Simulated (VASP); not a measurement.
# BP (F-43m) in VASP: further runs

The runs below take BP through single point, with PBEsol.

All numbers are computed with VASP 6.6.1; they aren't measurements. Logs are shortened: lines on timing, memory, paths and dates and some standing lists are left out, and cuts for length are marked.

**1. The cell of the first run**

Symmetry: F-43m, No. 216, cubic system. Conventional cell: a = 4.487 Å, b = 4.487 Å, c = 4.487 Å, α = 90.00°, β = 90.00°, γ = 90.00°. B (site symmetry -43m) has 4 P at 1.94 Å within 2.6 Å. Within 2.6 Å of P (site symmetry -43m) lie 4 B at 1.94 Å.

**2. Single point, PBEsol**

File INCAR:

```
PREC = Accurate
ENCUT = 520
EDIFF = 1E-6
ISMEAR = 0
SIGMA = 0.01
LREAL = False
LASPH = True
NELM = 80
ALGO = Normal
ISIF = 2
LWAVE = False
LCHARG = False
GGA = PS
NBANDS = 11
```

File KPOINTS:

```
Automatic mesh
0
Gamma
  8 8 8
```

File POSCAR:

```
BP
1.0
    0.0000000000      2.2432921010      2.2432921010
    2.2432921010      0.0000000000      2.2432921010
    2.2432921010      2.2432921010      0.0000000000
B P
1 1
Direct
    0.0000000000      0.0000000000      0.0000000000
    0.7500000000      0.7500000000      0.7500000000
```

Potentials or basis: VASP PAW PBE potentials, release 64 (B, P).

Started as:

```sh
> cat potpaw_PBE.64/B/POTCAR potpaw_PBE.64/P/POTCAR > POTCAR
> mpirun -np 1 vasp_std > vasp.out
```

OUTCAR:

```text
PREC = Accurate
   ENCUT = 520
   EDIFF = 1E-6
   ISMEAR = 0
   LREAL = False
   LASPH = True
   NELM = 80
   ISIF = 2
   GGA = PS

 ion  position               nearest neighbor table
   1  0.000  0.000  0.000-   2 1.94   2 1.94   2 1.94   2 1.94
   2  0.750  0.750  0.750-   1 1.94   1 1.94   1 1.94   1 1.94

  LATTYP: Found a face centered cubic cell.
 ALAT       =     4.4865842020

  Lattice vectors:

 A1 = (   0.0000000000,   2.2432921010,   2.2432921010)
 A2 = (   2.2432921010,   0.0000000000,   2.2432921010)
 A3 = (   2.2432921010,   2.2432921010,   0.0000000000)

Analysis of symmetry for initial positions (statically):
=====================================================================
 Subroutine PRICEL returns:
 Original cell was already a primitive cell.

 Routine SETGRP: Setting up the symmetry group for a
 face centered cubic supercell.

 Subroutine GETGRP returns: Found 24 space group operations
 (whereof 24 operations were pure point group operations)
 out of a pool of 48 trial point group operations.

The static configuration has the point symmetry T_d .

Analysis of symmetry for dynamics (positions and initial velocities):
=====================================================================
 Subroutine PRICEL returns:
 Original cell was already a primitive cell.

 Routine SETGRP: Setting up the symmetry group for a
 face centered cubic supercell.

 Subroutine GETGRP returns: Found 24 space group operations
 (whereof 24 operations were pure point group operations)
 out of a pool of 48 trial point group operations.

The dynamic configuration has the point symmetry T_d .

 Subroutine INISYM returns: Found 24 space group operations
 (whereof 24 operations are pure point group operations),
 and found     1 'primitive' translations

----------------------------------------------------------------------------------------

                                     Primitive cell

  volume of cell :      22.5781

  direct lattice vectors                    reciprocal lattice vectors
     0.000000000  2.243292101  2.243292101    -0.222886712  0.222886712  0.222886712
     2.243292101  0.000000000  2.243292101     0.222886712 -0.222886712  0.222886712
     2.243292101  2.243292101  0.000000000     0.222886712  0.222886712 -0.222886712

  length of vectors
     3.172494114  3.172494114  3.172494114     0.386051109  0.386051109  0.386051109

  position of ions in fractional coordinates (direct lattice)
     0.000000000  0.000000000  0.000000000
[... 81 lines left out ...]
   NSW    =      0    number of steps for IOM
   IBRION =     -1    ionic relax: 0-MD 1-quasi-New 2-CG
   NFREE  =      0    steps in history (QN), initial steepest desc. (CG)
   ISIF   =      2    stress and relaxation
   ISYM   =      2    0-nonsym 1-usesym 2-fastsym
   POTIM  = 0.5000    time-step for ionic-motion
   TEBEG  =    0.0;   TEEND  =   0.0 temperature during run
   PSTRESS=    0.0 pullay stress
   NELECT =       8.0000    total number of electrons
   NUPDOWN=      -1.0000    fix difference up-down
   EMIN   =  10.00;   EMAX   =-10.00  energy-range for DOS
   EFERMI =   0.00;   METHOD = LEGACY
   ISMEAR =     0;   SIGMA  =   0.01  broadening in eV -4-tet -1-fermi 0-gaus
   EFERMI_NEDOS =   21; number of points for ismear=-14 and -15
   IALGO  =     38    algorithm
   IMIX   =      4    mixing-type and parameters
     AMIX     =   0.40;   BMIX     =  1.00
     AMIX_MAG =   1.60;   BMIX_MAG =  1.00
  volume/ion in A,a.u.               =      11.29        76.18
  Fermi-wavevector in a.u.,A,eV,Ry     =   1.158446  2.189145 18.258969  1.341996
  Thomas-Fermi vector in A             =   2.295048
   LORBIT       =      0    0 simple, 1 ext, 2 COOP (PROOUT), +10 PAW based schemes
   GGA     = PS    functional components
   LHFCALC =     F    Hartree Fock is set to
   AEXX    =    0.0000 exact exchange contribution
   IVDW    =     0    specifies the selected vdW correction
   LEPSILON=     F    determine dielectric tensor
   LRPA    =     F    only Hartree local field effects (RPA)
 non-spin polarized calculation
 Gauss-broadening in eV      SIGMA  =   0.01
  energy-cutoff  :      520.00
  volume of cell :       22.58
 maximum number of plane-waves:       620
   NGX = 11   NGY = 11   NGZ = 11

 number of electron       8.0000001 magnetization

 Free energy of the ion-electron system (eV)
  ---------------------------------------------------
  ext. energy  EPLUGINS =         0.00000000
  ---------------------------------------------------
  free energy    TOTEN  =       -13.66475305 eV

  energy without entropy =      -13.66475305  energy(sigma->0) =      -13.66475305

 E-fermi :   7.9618     XC(G=0): -11.1899

 val. band max:        7.8152896630   @ k =   0.0000   0.0000   0.0000
 cond. band min:       8.9381664682   @ k =   0.3750   0.3750   0.0000
 fundamental gap:      1.1228768052
 Fermi energy:         7.9618381455

 k-point     1 :       0.0000    0.0000    0.0000
  band No.  band energies     occupation
      1      -7.9916      2.00000
      2       7.8153      2.00000
      3       7.8153      2.00000
      4       7.8153      2.00000
      5      11.2244      0.00000
      6      11.2244      0.00000
      7      11.2244      0.00000
      8      15.6806      0.00000
      9      19.2963      0.00000
     10      20.0378      0.00000
     11      20.0378      0.00000
[... 309 lines left out ...]
 k-point    24 :      -0.3750    0.2500    0.1250
  band No.  band energies     occupation
      1      -3.8267      2.00000
      2      -0.9004      2.00000
      3       3.1506      2.00000
      4       4.5640      2.00000
      5      11.9155      0.00000
      6      13.0679      0.00000
      7      16.3104      0.00000
      8      17.7522      0.00000
      9      18.3352      0.00000
     10      22.4203      0.00000
     11      24.7573      0.00000

 [... further k-points ...]
[... 5 lines left out ...]
  --------------------------------------------------------------------------------------
  -------------------------------------------------------------------------------------
  Total        0.5744404      0.5744404      0.5744404      0.0000000      0.0000000      0.0000000
  in kB       40.7631812     40.7631812     40.7631812      0.0000000      0.0000000      0.0000000
  external PRESSURE =      40.7631812 kB  Pullay stress =       0.0000000 kB

 VOLUME and BASIS-vectors are now :
 -----------------------------------------------------------------------------
  energy-cutoff  :      520.00
  volume of cell :       22.58
      direct lattice vectors                 reciprocal lattice vectors
     0.000000000  2.243292101  2.243292101    -0.222886712  0.222886712  0.222886712
     2.243292101  0.000000000  2.243292101     0.222886712 -0.222886712  0.222886712
     2.243292101  2.243292101  0.000000000     0.222886712  0.222886712 -0.222886712

 POSITION                                       TOTAL-FORCE (eV/Angst)
 -----------------------------------------------------------------------------------
      0.00000      0.00000      0.00000         0.000000      0.000000      0.000000
      3.36494      3.36494      3.36494        -0.000000     -0.000000     -0.000000
 -----------------------------------------------------------------------------------
    total drift:                               -0.000000     -0.000000     -0.000000

  FREE ENERGIE OF THE ION-ELECTRON SYSTEM (eV)
  ---------------------------------------------------
  free  energy   TOTEN  =       -13.6647530517 eV

  energy  without entropy=      -13.6647530517  energy(sigma->0) =      -13.66475305
```

stdout:

```text
POSCAR found type information on POSCAR B P
 POSCAR found :  2 types and       2 ions
 scaLAPACK will be used
 -----------------------------------------------------------------------------
|                                                                             |
|                                                                             |
|     You enforced a specific xc type in the INCAR file but a different       |
|     I HOPE YOU KNOW WHAT YOU ARE DOING!                                     |
|                                                                             |
 -----------------------------------------------------------------------------

 LDA part: xc-table for (Slater+PW92), standard interpolation
 POSCAR, INCAR and KPOINTS ok, starting setup
 FFT: planning ... GRIDC
 FFT: planning ... GRID_SOFT
 FFT: planning ... GRID
 WAVECAR not read
 entering main loop
```

It took 6.5 s on 1 thread of Intel Xeon 8259CL, shared host; peak memory 0.13 GiB.

What came out:

```
Free energy            : -13.6648 eV
Pressure               : 4.1 GPa
Band gap on the k mesh : 1.12 eV, indirect (least direct gap 3.41 eV)
```

Levels at points of the mesh, in eV from the valence-band top:
| k point | band 1 | band 2 | band 3 | band 4 | band 5 | band 6 | band 7 | band 8 |
| --- | --- | --- | --- | --- | --- | --- | --- | --- |
| (0.00, 0.00, 0.00) | -15.81 | 0.00 | 0.00 | 0.00 | 3.41 | 3.41 | 3.41 | 7.87 |
| (0.50, 0.00, 0.00) | -12.32 | -9.35 | -1.81 | -1.81 | 3.94 | 4.67 | 4.67 | 10.04 |
| (0.50, 0.50, 0.00) | -10.75 | -8.78 | -4.27 | -4.27 | 1.16 | 1.49 | 12.42 | 12.42 |

Caveat: the PAW data sets were made with another functional, which shifts forces and pressure a little. Expect the measured gap to be larger: semilocal functionals such as PBEsol lack the derivative discontinuity.

**3. Single point, PBEsol**

This run uses another cell than the first one, of 11.11 Å³/atom, 0.984 times its volume.

File INCAR:

```
  PREC = Accurate
  ENCUT = 520
  EDIFF = 1E-6
  ISMEAR = 0
  SIGMA = 0.01
  LREAL = False
  LASPH = True
  NELM = 100
  ALGO = Normal
  ISIF = 2
  LWAVE = False
  LCHARG = False
  GGA = PS
  NBANDS = 11
```

KPOINTS is that of step 2.

File POSCAR:

```
BP
1.0
    0.0000000000      2.2315720446      2.2315720446
    2.2315720446      0.0000000000      2.2315720446
    2.2315720446      2.2315720446      0.0000000000
B P
1 1
Direct
    0.0000000000      0.0000000000      0.0000000000
    0.7500000000      0.7500000000      0.7500000000
```

Potentials or basis: VASP PAW PBE potentials, release 64 (B, P).

Started as:

```sh
> cat potpaw_PBE.64/B/POTCAR potpaw_PBE.64/P/POTCAR > POTCAR
> mpirun -np 1 vasp_std > vasp.out
```

It took 6.4 s on 1 thread of Intel Xeon 8259CL, shared host; peak memory 0.13 GiB.

The run converged. Its results:

```yaml
Free_energy: -13.6524 eV
Pressure: 7.1 GPa
Band_gap_on_the_k_mesh: 1.10 eV, indirect (least direct gap 3.44 eV)
```

Levels at points of the mesh, in eV from the valence-band top:
| k point | band 1 | band 2 | band 3 | band 4 | band 5 | band 6 | band 7 | band 8 | band 9 |
| --- | --- | --- | --- | --- | --- | --- | --- | --- | --- |
| (0.00, 0.00, 0.00) | -15.95 | 0.00 | 0.00 | 0.00 | 3.44 | 3.44 | 3.44 | 8.11 | 11.59 |
| (0.50, 0.00, 0.00) | -12.41 | -9.46 | -1.83 | -1.83 | 4.04 | 4.68 | 4.68 | 10.10 | 14.92 |
| (0.50, 0.50, 0.00) | -10.81 | -8.86 | -4.33 | -4.33 | 1.13 | 1.47 | 12.57 | 12.57 | 15.75 |

Caveat: the PAW data sets were made with another functional, which shifts forces and pressure a little. A k mesh can miss the band edges.
